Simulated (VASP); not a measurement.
# PtS2 in VASP: notebook

PtS2 is run at these levels: PBE; tasks: single point, relaxation of shape and atoms at fixed volume.

Program: VASP 6.6.1. These are calculated values, not measurements. Logs are shortened: lines on timing, memory, paths and dates and some standing lists are left out, and cuts for length are marked.

### Step 1. The cell of the first run

The typed cell holds 3 atoms: a = 3.575 Å, b = 3.606 Å, c = 6.430 Å, α = 90.00°, β = 90.00°, γ = 120.86°.

### Step 2. Single point, PBE, non-collinear spin, zero start, spin-orbit coupling

INCAR reads:

```
PREC = Accurate ; ENCUT = 520
EDIFF = 1E-7 ; ISMEAR = 0
SIGMA = 0.05 ; LREAL = False
LASPH = True ; NELM = 150
ALGO = Normal ; ISIF = 2
LWAVE = False ; LCHARG = False
MAGMOM = 0 0 0 0 0 0 0 0 0 ; LORBIT = 11
LSORBIT = True ; GGA_COMPAT = False
LORBMOM = True ; LMAXMIX = 4
GGA = PE ; NBANDS = 35
```

KPOINTS reads:

```
Automatic mesh
0
Gamma
  8 8 4
```

POSCAR reads:

```
PtS2
1.0
    3.5750232019     -0.0357502320      0.0000000000
   -1.8184722101      3.1139360280      0.0000000000
    0.0000000000      0.0000000000      6.4298417778
Pt S
1 2
Direct
    0.0000000000      0.0000000000      0.0000000000
    0.3333333333      0.6666666667      0.1913716893
    0.6666666667      0.3333333333      0.8086283107
```

Potentials or basis: VASP PAW PBE potentials, release 64 (Pt, S).

The run is started by

```bash
cat potpaw_PBE.64/Pt/POTCAR potpaw_PBE.64/S/POTCAR > POTCAR
mpirun -np 1 vasp_ncl > vasp.out
```

OUTCAR:

```text
PREC = Accurate
   ENCUT = 520
   EDIFF = 1E-7
   ISMEAR = 0
   LREAL = False
   LASPH = True
   NELM = 150
   ISIF = 2
   LORBIT = 11
   LSORBIT = True
   GGA = PE

 ion  position               nearest neighbor table
   1  0.000  0.000  0.000-   3 2.39   2 2.39   3 2.40   2 2.40   2 2.42   3 2.42
   2  0.333  0.667  0.191-   1 2.39   1 2.40   1 2.42
   3  0.667  0.333  0.809-   1 2.39   1 2.40   1 2.42

  LATTYP: Found a simple monoclinic cell.
 ALAT       =     3.5441076707
 B/A-ratio  =     1.8142343222
 C/A-ratio  =     1.0087735139
 COS(beta)  =    -0.4869160342

  Lattice vectors:

 A1 = (   1.7565509918,   3.0781857960,   0.0000000000)
 A2 = (   0.0000000000,   0.0000000000,  -6.4298417778)
 A3 = (  -3.5750232019,   0.0357502320,   0.0000000000)

Analysis of symmetry for initial positions (statically):
=====================================================================
 Subroutine PRICEL returns:
 Original cell was already a primitive cell.

 Routine SETGRP: Setting up the symmetry group for a
 simple monoclinic supercell.

 Subroutine GETGRP returns: Found  2 space group operations
 (whereof  2 operations were pure point group operations)
 out of a pool of  4 trial point group operations.

The static configuration has the point symmetry S_2 .

Analysis of symmetry for dynamics (positions and initial velocities):
=====================================================================
 Subroutine PRICEL returns:
 Original cell was already a primitive cell.

 Routine SETGRP: Setting up the symmetry group for a
 simple monoclinic supercell.

 Subroutine GETGRP returns: Found  2 space group operations
 (whereof  2 operations were pure point group operations)
 out of a pool of  4 trial point group operations.

The dynamic configuration has the point symmetry S_2 .

Analysis of structural, dynamic, and magnetic symmetry:
=====================================================================
 Subroutine PRICEL returns:
 Original cell was already a primitive cell.

 Routine SETGRP: Setting up the symmetry group for a
 simple monoclinic supercell.

 Subroutine GETGRP returns: Found  2 space group operations
 (whereof  2 operations were pure point group operations)
 out of a pool of  4 trial point group operations.

The overall configuration has the point symmetry S_2 .

 Subroutine INISYM returns: Found  2 space group operations
 (whereof  2 operations are pure point group operations),
 and found     1 'primitive' translations

----------------------------------------------------------------------------------------

                                     Primitive cell

  volume of cell :      71.1615

  direct lattice vectors                    reciprocal lattice vectors
     3.575023202 -0.035750232  0.000000000     0.281361556  0.164309146  0.000000000
    -1.818472210  3.113936028  0.000000000     0.003230234  0.323023364  0.000000000
     0.000000000  0.000000000  6.429841778     0.000000000  0.000000000  0.155524822

  length of vectors
     3.575201949  3.606028115  6.429841778     0.325824831  0.323039514  0.155524822

  position of ions in fractional coordinates (direct lattice)
     0.000000000  0.000000000  0.000000000
     0.333333333  0.666666667  0.191371689
     0.666666667  0.333333333  0.808628311

  ion indices of the primitive-cell ions
   primitive index   ion index
                 1           1
                 2           2
                 3           3

----------------------------------------------------------------------------------------

 KPOINTS: Automatic mesh

Automatic generation of k-mesh.
 Grid dimensions read from file:
 generate k-points for:    8    8    4

 Generating k-lattice:

  Cartesian coordinates                     Fractional coordinates (reciprocal lattice)
[... 97 lines left out ...]
 number of electron      22.0000000 magnetization       0.0000000      0.0000000      0.0000000

 number of electron      22.0000000 magnetization       0.0000000     -0.0000000      0.0000000

 number of electron      22.0000000 magnetization      -0.0000000      0.0000000     -0.0000000

 Free energy of the ion-electron system (eV)
  ---------------------------------------------------
  ext. energy  EPLUGINS =         0.00000000
  ---------------------------------------------------
  free energy    TOTEN  =       -15.84815839 eV

  energy without entropy =      -15.84815839  energy(sigma->0) =      -15.84815839

 E-fermi :   3.4807     XC(G=0):  -8.9577

 val. band max:        3.2717048704   @ k =   0.1250   0.1250   0.0000
 cond. band min:       4.6759599008   @ k =   0.2500  -0.2500   0.2500
 fundamental gap:      1.4042550304
 Fermi energy:         3.4807159782

 k-point     1 :       0.0000    0.0000    0.0000
  band No.  band energies     occupation
      1     -10.9005      1.00000
      2     -10.9005      1.00000
      3      -8.6624      1.00000
      4      -8.6624      1.00000
      5      -2.7218      1.00000
      6      -2.7218      1.00000
[... 877 lines left out ...]
     33      12.8683      0.00000
     34      12.8685      0.00000

 [... further k-points ...]

 [bands above 34 left out]

------------------------ aborting loop because EDIFF is reached ----------------------------------------

  FORCE on cell =-STRESS in cart. coord.  units (eV):
  Direction    XX          YY          ZZ          XY          YZ          ZX
  --------------------------------------------------------------------------------------
  -------------------------------------------------------------------------------------
  Total       -0.1084943     -0.1206054     -0.0543633      0.5872013     -0.0090139     -0.2893099
  in kB       -2.4427112     -2.7153890     -1.2239705     13.2206367     -0.2029451     -6.5137137
  external PRESSURE =      -2.1273569 kB  Pullay stress =       0.0000000 kB

 VOLUME and BASIS-vectors are now :
 -----------------------------------------------------------------------------
  energy-cutoff  :      520.00
  volume of cell :       71.16
      direct lattice vectors                 reciprocal lattice vectors
     3.575023202 -0.035750232  0.000000000     0.281361556  0.164309146  0.000000000
    -1.818472210  3.113936028  0.000000000     0.003230234  0.323023364  0.000000000
     0.000000000  0.000000000  6.429841778     0.000000000  0.000000000  0.155524822

 POSITION                                       TOTAL-FORCE (eV/Angst)
 -----------------------------------------------------------------------------------
      0.00000      0.00000      0.00000        -0.000000      0.000000      0.000000
     -0.02064      2.06404      1.23049        -0.116603     -0.003640     -0.014720
      1.77719      1.01415      5.19935         0.116603      0.003640      0.014720
 -----------------------------------------------------------------------------------
    total drift:                               -0.000000      0.000000     -0.000000

  FREE ENERGIE OF THE ION-ELECTRON SYSTEM (eV)
  ---------------------------------------------------
  free  energy   TOTEN  =       -15.8481583878 eV

  energy  without entropy=      -15.8481583878  energy(sigma->0) =      -15.84815839

 orbital moment (x)

 # of ion     p       d       tot
 ----------------------------------------
  1        -0.000  -0.000  -0.000
  2        -0.000   0.000  -0.000
  3        -0.000   0.000  -0.000
 ----------------------------------------
           -0.000  -0.000  -0.000

 orbital moment (y)

 # of ion     p       d       tot
 ----------------------------------------
  1         0.000   0.000   0.000
  2        -0.000   0.000  -0.000
  3        -0.000   0.000  -0.000
 ----------------------------------------
           -0.000   0.000  -0.000

 orbital moment (z)

 # of ion     p       d       tot
 ----------------------------------------
  1        -0.000  -0.000  -0.000
  2        -0.000   0.000  -0.000
  3        -0.000   0.000  -0.000
 ----------------------------------------
           -0.000  -0.000  -0.000

 Spin-Orbit-Coupling matrix elements

 Ion:    1  E_soc:     -0.7747841
 l=   1
     0.0000000    -0.0333227    -0.0352418
    -0.0333227     0.0000000    -0.0333446
    -0.0352418    -0.0333446     0.0000000
 l=   2
     0.0000000    -0.0213844     0.0000000    -0.0213784    -0.0716223
    -0.0213844     0.0000000    -0.0511416    -0.0260392    -0.0213834
     0.0000000    -0.0511416     0.0000000    -0.0511414     0.0000000
    -0.0213784    -0.0260392    -0.0511414     0.0000000    -0.0213922
    -0.0716223    -0.0213834     0.0000000    -0.0213922     0.0000000
 l=   3
     0.0000000     0.0000000     0.0000000     0.0000000     0.0000000     0.0000000     0.0000000
     0.0000000     0.0000000     0.0000000     0.0000000     0.0000000     0.0000000     0.0000000
     0.0000000     0.0000000     0.0000000     0.0000000     0.0000000     0.0000000     0.0000000
     0.0000000     0.0000000     0.0000000     0.0000000     0.0000000     0.0000000     0.0000000
[... 29 lines left out ...]
 l=   2
     0.0000000     0.0000000     0.0000000     0.0000000     0.0000000
     0.0000000     0.0000000     0.0000000     0.0000000     0.0000000
     0.0000000     0.0000000     0.0000000     0.0000000     0.0000000
     0.0000000     0.0000000     0.0000000     0.0000000     0.0000000
     0.0000000     0.0000000     0.0000000     0.0000000     0.0000000
 l=   3
     0.0000000     0.0000000     0.0000000     0.0000000     0.0000000     0.0000000     0.0000000
     0.0000000     0.0000000     0.0000000     0.0000000     0.0000000     0.0000000     0.0000000
     0.0000000     0.0000000     0.0000000     0.0000000     0.0000000     0.0000000     0.0000000
     0.0000000     0.0000000     0.0000000     0.0000000     0.0000000     0.0000000     0.0000000
     0.0000000     0.0000000     0.0000000     0.0000000     0.0000000     0.0000000     0.0000000
     0.0000000     0.0000000     0.0000000     0.0000000     0.0000000     0.0000000     0.0000000
     0.0000000     0.0000000     0.0000000     0.0000000     0.0000000     0.0000000     0.0000000

 total charge

# of ion       s       p       d       tot
------------------------------------------
    1        0.687   0.775   7.933   9.396
    2        1.359   2.274   0.000   3.633
    3        1.359   2.274   0.000   3.633
--------------------------------------------------
tot          3.406   5.323   7.933  16.662

 magnetization (x)

# of ion       s       p       d       tot
------------------------------------------
    1        0.000   0.000  -0.000   0.000
    2        0.000  -0.000   0.000  -0.000
    3        0.000  -0.000   0.000  -0.000
--------------------------------------------------
tot          0.000   0.000  -0.000   0.000

 magnetization (y)

# of ion       s       p       d       tot
------------------------------------------
    1        0.000   0.000  -0.000   0.000
    2        0.000  -0.000   0.000  -0.000
    3        0.000  -0.000   0.000  -0.000
--------------------------------------------------
tot          0.000   0.000  -0.000   0.000

 magnetization (z)

# of ion       s       p       d       tot
------------------------------------------
    1       -0.000  -0.000  -0.000  -0.000
    2       -0.000  -0.000   0.000  -0.000
    3       -0.000  -0.000   0.000  -0.000
--------------------------------------------------
tot         -0.000  -0.000  -0.000  -0.000
```

Wall time 12 min (1 thread of Oxide Virtual Turin-like, shared host); peak memory 0.62 GiB.

What came out:

| Quantity | Value |
| --- | --- |
| Free energy | -15.8482 eV |
| Pressure | -0.2 GPa |
| Largest force | 0.118 eV/Å |
| Net moment | 0.00 μB per cell |
| Valence electrons inside the program's atomic spheres | Pt 9.40; S 3.63 |

Forces in eV/Å, atoms in the order of the input:
```
Pt   0.000  0.000  0.000
S   -0.117 -0.004 -0.015
S    0.117  0.004  0.015
```

Stress tensor (GPa, compression positive):
```
-0.24  1.32 -0.65
 1.32 -0.27 -0.02
-0.65 -0.02 -0.12
```

Moments on the atoms (μB; x, y, z):
```
Pt  0.00 0.00 0.00
S   0.00 0.00 0.00
S   0.00 0.00 0.00
```

### Step 3. Relaxation of shape and atoms at fixed volume, PBE, non-collinear spin, zero start, spin-orbit coupling (24.20 Å³/atom)

This run uses another cell than the first one, of 24.20 Å³/atom.

INCAR reads:

```
SYSTEM = PtS2
ALGO = Normal
EDIFF = 1E-6
EDIFFG = -0.01
ENCUT = 600
GGA = PE
GGA_COMPAT = .FALSE.
IBRION = 2
ISIF = 4
ISMEAR = 0
LASPH = .TRUE.
LCHARG = .FALSE.
LMAXMIX = 4
LORBIT = 11
LORBMOM = .TRUE.
LREAL = .FALSE.
LSORBIT = .TRUE.
LWAVE = .FALSE.
MAGMOM = 0 0 0 0 0 0 0 0 0
NELM = 150
NSW = 60
PREC = Accurate
SIGMA = 0.05
```

KPOINTS reads:

```
k-points
0
G
  8 8 4
  0 0 0
```

POSCAR reads:

```
PtS2
1.0
    3.5986995423      0.0000000000      0.0000000000
   -1.7993497711      3.1165652242      0.0000000000
    0.0000000000      0.0000000000      6.4724247524
Pt S
1 2
Direct
    0.0000000000      0.0000000000      0.0000000000
    0.3333333333      0.6666666667      0.1913716893
    0.6666666667      0.3333333333      0.8086283107
```

Potentials or basis: VASP PAW PBE potentials, release 64 (Pt, S).

The run is started by

```bash
cat potpaw_PBE.64/Pt/POTCAR potpaw_PBE.64/S/POTCAR > POTCAR
mpirun -np 1 vasp_ncl > vasp.out
```

Wall time 15 min (1 thread of AMD EPYC 9755, shared host); peak memory 0.45 GiB.

Results (log left out):

```
Free energy                                           : -15.8547 eV
Energy gained by relaxing                             : 3.5 meV/atom
Ionic steps                                           : 6
Pressure after relaxing                               : 0.0 GPa
Net moment                                            : 0.00 μB per cell
Valence electrons inside the program's atomic spheres : Pt 9.40; S 3.63
```

Step by step:
| step | energy change (eV) | largest force (eV/Å) | pressure (GPa) | volume (Å³) |
| --- | --- | --- | --- | --- |
| 1 | 0.0000 | 0.2691 | -2.11 | 72.59 |
| 2 | -0.0070 | 0.1310 | -1.23 | 72.59 |
| 3 | -0.0099 | 0.0214 | -0.25 | 72.59 |
| 4 | -0.0099 | 0.0374 | -0.14 | 72.59 |
| 5 | -0.0104 | 0.0142 | -0.07 | 72.59 |
| 6 | -0.0105 | 0.0001 | -0.02 | 72.59 |

Final structure:
```
CELL_PARAMETERS angstrom
3.57159 0.00000 0.00000
-1.78580 3.09309 0.00000
0.00000 0.00000 6.57105
ATOMIC_POSITIONS crystal
Pt 0.00000 0.00000 0.00000
S 0.33333 0.66667 0.18730
S 0.66667 0.33333 0.81270
```

Moments on the atoms (μB; x, y, z):
```
Pt  0.00 0.00 0.00
S   0.00 0.00 0.00
S   0.00 0.00 0.00
```

Caveat: this functional lacks dispersion, which binds the layers, so the pressure and a relaxed spacing across them are unreliable.
